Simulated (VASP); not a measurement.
Ag, 2 atoms in the cell. The structure is orthorhombic, space group Immm (No. 71). The conventional cell has a = 2.891 Å, b = 2.946 Å, c = 4.089 Å, α = 90.00°, β = 90.00°, γ = 90.00°. Within 3.8 Å of Ag (site symmetry mmm) lie 12 Ag at 2.89 to 2.95 Å.  This cell differs from its parent crystal: uniaxial strain along a: +1.5 %.

| Property | Result |
| --- | --- |
| Program | VASP 6.6.1 |
| Task | single point |
| Functional | r2SCAN |
| Potentials or basis | VASP PAW PBE potentials, release 64 (Ag) |
| Cutoff | 520 eV |
| k mesh | 18 × 18 × 12 |
| Occupations | gaussian, width 0.1 eV |
| Spin | no spin polarisation |
| Dipole correction | no |
| Further INCAR settings | ALGO = Normal; EDIFF = 1e-06; NBANDS = 18 |

Potentials or basis: VASP PAW PBE potentials, release 64 (Ag).

Launch:

```sh
$ cat potpaw_PBE.64/Ag/POTCAR > POTCAR
$ cp INCAR.step1 INCAR
$ mpirun -np 1 vasp_std > vasp.out
$ cp INCAR.step2 INCAR
$ mpirun -np 1 vasp_std > vasp.out
```

Hardware: 1 thread of Intel(R) Xeon(R) 6975P-C (Granite Rapids) (shared host).

Problem. Estimate the wall time of this run.

Solution. Wall time 5.8 min on 1 thread of Intel(R) Xeon(R) 6975P-C (Granite Rapids) (shared host), peak memory 0.44 GiB. Counts: k points 700.
